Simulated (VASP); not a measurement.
# TaS2 (P-3m1) in VASP: further runs

TaS2 is run at these levels: PBE; tasks: single point.

Program: VASP 6.6.1. These are calculated values, not measurements. Logs are shortened: lines on timing, memory, paths and dates and some standing lists are left out, and cuts for length are marked.

**1. The cell of the first run**

The structure is trigonal, space group P-3m1 (No. 164). Conventional cell: a = 3.283 Å, b = 3.283 Å, c = 5.860 Å, α = 90.00°, β = 90.00°, γ = 120.00°. Ta (site symmetry -3m) has 6 S at 2.40 Å within 3.2 Å. Within 3.2 Å of S (site symmetry 3m) lie 3 Ta at 2.40 Å.

**2. Single point, PBE (equal xx and yy strain of -2 %)**

INCAR

```
SYSTEM = TaS2
PREC = Accurate
ENCUT = 500
EDIFF = 1E-6
ISMEAR = -1
SIGMA = 0.03
LREAL = .FALSE.
LASPH = .TRUE.
NELM = 120
ALGO = Normal
ISIF = 2
LWAVE = .FALSE.
LCHARG = .TRUE.
GGA = PE
LELF = .TRUE.
LVHAR = .TRUE.
NBANDS = 18
GGA_COMPAT = .FALSE.
```

KPOINTS

```
Automatic mesh
0
G
  9 9 5
  0 0 0
```

POSCAR

```
TaS2
1.0
    3.2830020782      0.0000000000      0.0000000000
   -1.6415010391      2.8431632004      0.0000000000
    0.0000000000      0.0000000000      5.8600000000
Ta S
1 2
Direct
    0.0000000000      0.0000000000      0.0000000000
    0.3333333333      0.6666666667      0.2500000000
    0.6666666667      0.3333333333      0.7500000000
```

Potentials or basis: VASP PAW PBE potentials, release 64 (Ta_pv, S).

The run is started by

```
> cat potpaw_PBE.64/Ta_pv/POTCAR potpaw_PBE.64/S/POTCAR > POTCAR
> mpirun -np 1 vasp_std > vasp.out
```

OUTCAR:

```text
SYSTEM = TaS2
   PREC = Accurate
   ENCUT = 500
   EDIFF = 1E-6
   ISMEAR = -1
   LREAL = .FALSE.
   LASPH = .TRUE.
   NELM = 120
   ISIF = 2
   GGA = PE

 ion  position               nearest neighbor table
   1  0.000  0.000  0.000-   2 2.40   3 2.40   3 2.40   2 2.40   3 2.40   2 2.40
   2  0.333  0.667  0.250-   1 2.40   1 2.40   1 2.40
   3  0.667  0.333  0.750-   1 2.40   1 2.40   1 2.40

  LATTYP: Found a hexagonal cell.
 ALAT       =     3.2830020782
 C/A-ratio  =     1.7849516572

  Lattice vectors:

 A1 = (   3.2830020782,   0.0000000000,   0.0000000000)
 A2 = (  -1.6415010391,   2.8431632004,   0.0000000000)
 A3 = (   0.0000000000,   0.0000000000,   5.8600000000)

Analysis of symmetry for initial positions (statically):
=====================================================================
 Subroutine PRICEL returns:
 Original cell was already a primitive cell.

 Routine SETGRP: Setting up the symmetry group for a
 hexagonal supercell.

 Subroutine GETGRP returns: Found 12 space group operations
 (whereof 12 operations were pure point group operations)
 out of a pool of 24 trial point group operations.

The static configuration has the point symmetry D_3d.

Analysis of symmetry for dynamics (positions and initial velocities):
=====================================================================
 Subroutine PRICEL returns:
 Original cell was already a primitive cell.

 Routine SETGRP: Setting up the symmetry group for a
 hexagonal supercell.

 Subroutine GETGRP returns: Found 12 space group operations
 (whereof 12 operations were pure point group operations)
 out of a pool of 24 trial point group operations.

The dynamic configuration has the point symmetry D_3d.

 Subroutine INISYM returns: Found 12 space group operations
 (whereof 12 operations are pure point group operations),
 and found     1 'primitive' translations

----------------------------------------------------------------------------------------

                                     Primitive cell

  volume of cell :      54.6979

  direct lattice vectors                    reciprocal lattice vectors
     3.283002078  0.000000000  0.000000000     0.304599259  0.175860464  0.000000000
    -1.641501039  2.843163200  0.000000000     0.000000000  0.351720928  0.000000000
     0.000000000  0.000000000  5.860000000     0.000000000  0.000000000  0.170648464

  length of vectors
     3.283002078  3.283002078  5.860000000     0.351720928  0.351720928  0.170648464

  position of ions in fractional coordinates (direct lattice)
     0.000000000  0.000000000  0.000000000
     0.333333333  0.666666667  0.250000000
     0.666666667  0.333333333  0.750000000

  ion indices of the primitive-cell ions
   primitive index   ion index
                 1           1
                 2           2
                 3           3

----------------------------------------------------------------------------------------

 KPOINTS: Automatic mesh

Automatic generation of k-mesh.
 Grid dimensions read from file:
 generate k-points for:    9    9    5

 Generating k-lattice:

  Cartesian coordinates                     Fractional coordinates (reciprocal lattice)
     0.033844362  0.019540052  0.000000000     0.111111111  0.000000000  0.000000000
     0.000000000  0.039080103  0.000000000     0.000000000  0.111111111  0.000000000
     0.000000000  0.000000000  0.034129693     0.000000000  0.000000000  0.200000000

  Length of vectors
     0.039080103  0.039080103  0.034129693

  Shift w.r.t. Gamma in fractional coordinates (k-lattice)
     0.000000000  0.000000000  0.000000000

 Subroutine IBZKPT returns following result:
 ===========================================

 Found     50 irreducible k-points:

 Following reciprocal coordinates:
            Coordinates               Weight
  0.000000  0.000000  0.000000      1.000000
  0.111111  0.000000  0.000000      6.000000
  0.222222  0.000000  0.000000      6.000000
  0.333333  0.000000  0.000000      6.000000
  0.444444  0.000000  0.000000      6.000000
  0.111111  0.111111  0.000000      6.000000
[... 16 lines left out ...]
  0.222222  0.111111  0.200000     12.000000
 -0.111111  0.333333  0.200000     12.000000
 [... further k-points ...]
   k-points           NKPTS =     50   k-points in BZ     NKDIM =     50   number of bands    NBANDS=     18
   number of dos      NEDOS =    301   number of ions     NIONS =      3
   total plane-waves  NPLWV =  27648
   dimension x,y,z NGX =    24 NGY =   24 NGZ =   48
   dimension x,y,z NGXF=    48 NGYF=   48 NGZF=   96
   ions per type =               1   2
   NGX,Y,Z   is equivalent  to a cutoff of  12.15, 12.15, 13.62 a.u.
   NGXF,Y,Z  is equivalent  to a cutoff of  24.31, 24.31, 27.23 a.u.
 SYSTEM =  TaS2
   PREC   = accura    normal or accurate (medium, high low for compatibility)
   ISTART =      0    job   : 0-new  1-cont  2-samecut
   ICHARG =      2    charge: 1-file 2-atom 10-const
   ISPIN  =      1    spin polarized calculation?
   LNONCOLLINEAR =      F non collinear calculations
   LSORBIT =      F    spin-orbit coupling
   LASPH  =      T    aspherical Exc in radial PAW
   ENCUT  =  500.0 eV  36.75 Ry    6.06 a.u.   5.99  5.99 10.68*2*pi/ulx,y,z
   NELM   =    120;   NELMIN=  2; NELMDL= -5     # of ELM steps
   EDIFF  = 0.1E-05   stopping-criterion for ELM
   LREAL  =      F    real-space projection
   EDIFFG = 0.1E-04   stopping-criterion for IOM
   NSW    =      0    number of steps for IOM
   IBRION =     -1    ionic relax: 0-MD 1-quasi-New 2-CG
   NFREE  =      0    steps in history (QN), initial steepest desc. (CG)
   ISIF   =      2    stress and relaxation
   ISYM   =      2    0-nonsym 1-usesym 2-fastsym
   POTIM  = 0.5000    time-step for ionic-motion
   TEBEG  =    0.0;   TEEND  =   0.0 temperature during run
   PSTRESS=    0.0 pullay stress
   NELECT =      23.0000    total number of electrons
   NUPDOWN=      -1.0000    fix difference up-down
   EMIN   =  10.00;   EMAX   =-10.00  energy-range for DOS
   EFERMI =   0.00;   METHOD = LEGACY
   ISMEAR =    -1;   SIGMA  =   0.03  broadening in eV -4-tet -1-fermi 0-gaus
   EFERMI_NEDOS =   21; number of points for ismear=-14 and -15
   IALGO  =     38    algorithm
   IMIX   =      4    mixing-type and parameters
     AMIX     =   0.40;   BMIX     =  1.00
     AMIX_MAG =   1.60;   BMIX_MAG =  1.00
  volume/ion in A,a.u.               =      18.23       123.04
  Fermi-wavevector in a.u.,A,eV,Ry     =   1.226480  2.317712 20.466618  1.504254
  Thomas-Fermi vector in A             =   2.361480
   LORBIT       =      0    0 simple, 1 ext, 2 COOP (PROOUT), +10 PAW based schemes
   GGA     = PE    functional components
   LHFCALC =     F    Hartree Fock is set to
   AEXX    =    0.0000 exact exchange contribution
   IVDW    =     0    specifies the selected vdW correction
   LEPSILON=     F    determine dielectric tensor
   LRPA    =     F    only Hartree local field effects (RPA)
 non-spin polarized calculation
  energy-cutoff  :      500.00
  volume of cell :       54.70
 maximum number of plane-waves:      1416
   NGX = 11   NGY = 11   NGZ = 21

 number of electron      22.9999998 magnetization

 Free energy of the ion-electron system (eV)
  ---------------------------------------------------
  ext. energy  EPLUGINS =         0.00000000
  ---------------------------------------------------
  free energy    TOTEN  =       -22.85786029 eV

  energy without entropy =      -22.85250676  energy(sigma->0) =      -22.85518353

 E-fermi :   6.0511     XC(G=0): -10.7065

 val. band max:        6.0462824090   @ k =   0.1111   0.0000   0.0000
 cond. band min:       6.0948173474   @ k =   0.3333   0.1111   0.2000
 fundamental gap:      0.0485349384
 Fermi energy:         6.0510980693

 k-point     1 :       0.0000    0.0000    0.0000
  band No.  band energies     occupation
      1     -29.0959      2.00000
      2     -29.0241      2.00000
      3     -29.0241      2.00000
      4      -9.3384      2.00000
      5      -7.1450      2.00000
      6      -1.1878      2.00000
[... 10 lines left out ...]
     17      11.4657      0.00000
     18      12.0908      0.00000

 k-point     2 :       0.1111    0.0000    0.0000
  band No.  band energies     occupation
      1     -29.0870      2.00000
      2     -29.0696      2.00000
      3     -29.0343      2.00000
      4      -9.1287      2.00000
      5      -7.1530      2.00000
      6      -0.9416      2.00000
[... 10 lines left out ...]
     17      12.5005      0.00000
     18      12.8625      0.00000

 k-point     3 :       0.2222    0.0000    0.0000
  band No.  band energies     occupation
      1     -29.1834      2.00000
      2     -29.0641      2.00000
      3     -29.0601      2.00000
      4      -8.5612      2.00000
      5      -7.1686      2.00000
      6      -0.2897      2.00000
[... 10 lines left out ...]
     17      13.3392      0.00000
     18      14.1009      0.00000

 k-point     4 :       0.3333    0.0000    0.0000
  band No.  band energies     occupation
      1     -29.3094      2.00000
      2     -29.0893      2.00000
      3     -29.0382      2.00000
      4      -7.8692      2.00000
      5      -7.1171      2.00000
      6      -0.0817      2.00000
[... 375 lines left out ...]
      4      -8.6615      2.00000
      5      -7.2926      2.00000
      6      -0.2476      2.00000
[... 10 lines left out ...]
     17      13.6869      0.00000
     18      14.0480      0.00000

 k-point    23 :       0.2222    0.1111    0.2000
  band No.  band energies     occupation
      1     -29.2553      2.00000
      2     -29.0939      2.00000
      3     -29.0465      2.00000
      4      -7.9850      2.00000
      5      -7.2940      2.00000
      6       0.3879      2.00000
[... 10 lines left out ...]
     17      14.0841      0.00000
     18      14.2554      0.00000

 k-point    24 :      -0.1111    0.3333    0.2000
  band No.  band energies     occupation
      1     -29.2553      2.00000
      2     -29.0939      2.00000
      3     -29.0465      2.00000
      4      -8.0461      2.00000
      5      -7.2057      2.00000
      6      -0.0080      2.00000
[... 10 lines left out ...]
     17      13.0159      0.00000
     18      13.6918      0.00000

 [... further k-points ...]
[... 5 lines left out ...]
  --------------------------------------------------------------------------------------
  -------------------------------------------------------------------------------------
  Total        5.1342997      5.1342997      6.2605478      0.0000000      0.0000000      0.0000000
  in kB      150.3907889    150.3907889    183.3801632      0.0000000      0.0000000      0.0000000
  external PRESSURE =     161.3872470 kB  Pullay stress =       0.0000000 kB

 VOLUME and BASIS-vectors are now :
 -----------------------------------------------------------------------------
  energy-cutoff  :      500.00
  volume of cell :       54.70
      direct lattice vectors                 reciprocal lattice vectors
     3.283002078  0.000000000  0.000000000     0.304599259  0.175860464  0.000000000
    -1.641501039  2.843163200  0.000000000     0.000000000  0.351720928  0.000000000
     0.000000000  0.000000000  5.860000000     0.000000000  0.000000000  0.170648464

 POSITION                                       TOTAL-FORCE (eV/Angst)
 -----------------------------------------------------------------------------------
      0.00000      0.00000      0.00000         0.000000      0.000000      0.000000
     -0.00000      1.89544      1.46500        -0.000000     -0.000000      1.869625
      1.64150      0.94772      4.39500         0.000000      0.000000     -1.869625
 -----------------------------------------------------------------------------------
    total drift:                               -0.000000      0.000000      0.000000

  FREE ENERGIE OF THE ION-ELECTRON SYSTEM (eV)
  ---------------------------------------------------
  free  energy   TOTEN  =       -22.8578602872 eV

  energy  without entropy=      -22.8525067642  energy(sigma->0) =      -22.85518353
```

Wall time 37 s (1 thread of Intel Xeon Platinum 8488C (Sapphire Rapids), shared host); peak memory 0.19 GiB.

Results:

| Property | Result |
| --- | --- |
| Free energy | -22.8579 eV |
| Pressure | 16.1 GPa |
| Largest force | 1.870 eV/Å |

Forces on the atoms (eV/Å):
```
Ta   0.000  0.000  0.000
S    0.000  0.000  1.870
S    0.000  0.000 -1.870
```

Levels at points of the mesh, in eV from the Fermi level:
| k point | band 8 | band 9 | band 10 | band 11 | band 12 | band 13 | band 14 | band 15 | band 16 | band 17 |
| --- | --- | --- | --- | --- | --- | --- | --- | --- | --- | --- |
| (0.00, 0.00, 0.00) | -4.27 | -1.42 | -0.65 | -0.65 | 0.08 | 0.08 | 0.15 | 4.29 | 4.29 | 5.41 |

Caveat: the cell differs from its parent crystal (equal xx and yy strain of -2 %); spin-orbit coupling is left out, which moves the levels of the heavy elements; this functional lacks dispersion, which binds the layers, so the pressure and a relaxed spacing across them are unreliable; forces of over 1 eV/Å act on the atoms, so gaps and moduli don't describe the material at rest.

**3. Single point, PBE (equal xx and yy strain of +1 %)**

INCAR

```
SYSTEM = TaS2
  PREC = Accurate
  ENCUT = 500
  EDIFF = 1E-6
  ISMEAR = -1
  SIGMA = 0.03
  LREAL = .False.
  LASPH = .True.
  NELM = 120
  ALGO = Normal
  ISIF = 2
  LWAVE = .False.
  LCHARG = .False.
  GGA = PE
  NBANDS = 18
  GGA_COMPAT = .False.
```

KPOINTS

```
regular mesh
0
Gamma
  9 9 5
  0 0 0
```

POSCAR

```
TaS2
1.0
    3.3835021418      0.0000000000      0.0000000000
   -1.6917510709      2.9301988086      0.0000000000
    0.0000000000      0.0000000000      5.8600000000
Ta S
1 2
Direct
    0.0000000000      0.0000000000      0.0000000000
    0.3333333333      0.6666666667      0.2500000000
    0.6666666667      0.3333333333      0.7500000000
```

Potentials or basis: VASP PAW PBE potentials, release 64 (Ta_pv, S).

The run is started by

```
> cat potpaw_PBE.64/Ta_pv/POTCAR potpaw_PBE.64/S/POTCAR > POTCAR
> mpirun -np 1 vasp_std > vasp.out
```

OUTCAR:

```text
SYSTEM = TaS2
   PREC = Accurate
   ENCUT = 500
   EDIFF = 1E-6
   ISMEAR = -1
   LREAL = .False.
   LASPH = .True.
   NELM = 120
   ISIF = 2
   GGA = PE

 ion  position               nearest neighbor table
   1  0.000  0.000  0.000-   2 2.44   3 2.44   3 2.44   2 2.44   3 2.44   2 2.44
   2  0.333  0.667  0.250-   1 2.44   1 2.44   1 2.44
   3  0.667  0.333  0.750-   1 2.44   1 2.44   1 2.44

  LATTYP: Found a hexagonal cell.
 ALAT       =     3.3835021418
 C/A-ratio  =     1.7319332911

  Lattice vectors:

[... 677 lines left out ...]
      6      -0.3291      2.00000
[... 10 lines left out ...]
     17      12.1388      0.00000
     18      12.8743      0.00000

 [... further k-points ...]
[... 5 lines left out ...]
  --------------------------------------------------------------------------------------
  -------------------------------------------------------------------------------------
  Total        1.5073772      1.5073772      3.5912037      0.0000000      0.0000000      0.0000000
  in kB       41.5691720     41.5691720     99.0351729      0.0000000      0.0000000      0.0000000
  external PRESSURE =      60.7245056 kB  Pullay stress =       0.0000000 kB

 VOLUME and BASIS-vectors are now :
 -----------------------------------------------------------------------------
  energy-cutoff  :      500.00
  volume of cell :       58.10
      direct lattice vectors                 reciprocal lattice vectors
     3.383502142  0.000000000  0.000000000     0.295551756  0.170636886  0.000000000
    -1.691751071  2.930198809  0.000000000     0.000000000  0.341273772  0.000000000
     0.000000000  0.000000000  5.860000000     0.000000000  0.000000000  0.170648464

 POSITION                                       TOTAL-FORCE (eV/Angst)
 -----------------------------------------------------------------------------------
      0.00000      0.00000      0.00000        -0.000000      0.000000      0.000000
     -0.00000      1.95347      1.46500        -0.000000      0.000000      0.968632
      1.69175      0.97673      4.39500         0.000000     -0.000000     -0.968632
 -----------------------------------------------------------------------------------
    total drift:                               -0.000000     -0.000000     -0.000000

  FREE ENERGIE OF THE ION-ELECTRON SYSTEM (eV)
  ---------------------------------------------------
  free  energy   TOTEN  =       -23.0574082265 eV

  energy  without entropy=      -23.0507515594  energy(sigma->0) =      -23.05407989
```

OSZICAR:

```text
N       E                     dE             d eps       ncg     rms          rms(c)
DAV:   1     0.150271444868E+03    0.15027E+03   -0.11170E+04  1800   0.112E+03
DAV:   2    -0.179031143981E+02   -0.16817E+03   -0.16480E+03  2322   0.288E+02
DAV:   3    -0.245812043897E+02   -0.66781E+01   -0.66074E+01  2358   0.547E+01
DAV:   4    -0.246574204499E+02   -0.76216E-01   -0.76149E-01  2406   0.641E+00
DAV:   5    -0.246586257579E+02   -0.12053E-02   -0.12052E-02  2294   0.793E-01    0.200E+01
DAV:   6    -0.231650347265E+02    0.14936E+01   -0.57376E+00  2048   0.149E+01    0.104E+01
DAV:   7    -0.230672194244E+02    0.97815E-01   -0.60697E-01  1986   0.467E+00    0.462E+00
DAV:   8    -0.230601311119E+02    0.70883E-02   -0.12883E-01  2258   0.222E+00    0.113E+00
DAV:   9    -0.230574735424E+02    0.26576E-02   -0.93633E-03  2208   0.665E-01    0.473E-01
DAV:  10    -0.230573704831E+02    0.10306E-03   -0.23436E-03  2192   0.288E-01    0.108E-01
DAV:  11    -0.230573837814E+02   -0.13298E-04   -0.25449E-04  1982   0.908E-02    0.301E-02
DAV:  12    -0.230574051464E+02   -0.21365E-04   -0.25202E-05  2198   0.345E-02    0.138E-02
DAV:  13    -0.230574080265E+02   -0.28801E-05   -0.69065E-06  2026   0.171E-02    0.896E-03
DAV:  14    -0.230574082265E+02   -0.20000E-06   -0.97911E-07  1580   0.600E-03
   1 F= -.23057408E+02 E0= -.23054080E+02  d E =-.665667E-02
```

stdout:

```text
POSCAR found type information on POSCAR TaS
 POSCAR found :  2 types and       3 ions
 scaLAPACK will be used
 LDA part: xc-table for (Slater+PW92), standard interpolation
 POSCAR, INCAR and KPOINTS ok, starting setup
 FFT: planning ... GRIDC
 FFT: planning ... GRID_SOFT
 FFT: planning ... GRID
 WAVECAR not read
 entering main loop
```

Wall time 73 s (1 thread of Intel Xeon Platinum 8488C (Sapphire Rapids), shared host); peak memory 0.2 GiB.

What came out:

```yaml
Free_energy: -23.0574 eV
Pressure: 6.1 GPa
Largest_force: 0.969 eV/Å
```

Forces in eV/Å, atoms in the order of the input:
```
Ta   0.000  0.000  0.000
S    0.000  0.000  0.969
S    0.000  0.000 -0.969
```

Stress tensor (GPa, compression positive):
```
4.16 0.00 0.00
0.00 4.16 0.00
0.00 0.00 9.90
```

Caveat: the cell differs from its parent crystal (equal xx and yy strain of +1 %); spin-orbit coupling is left out, which moves the levels of the heavy elements; this functional lacks dispersion, which binds the layers, so the pressure and a relaxed spacing across them are unreliable.
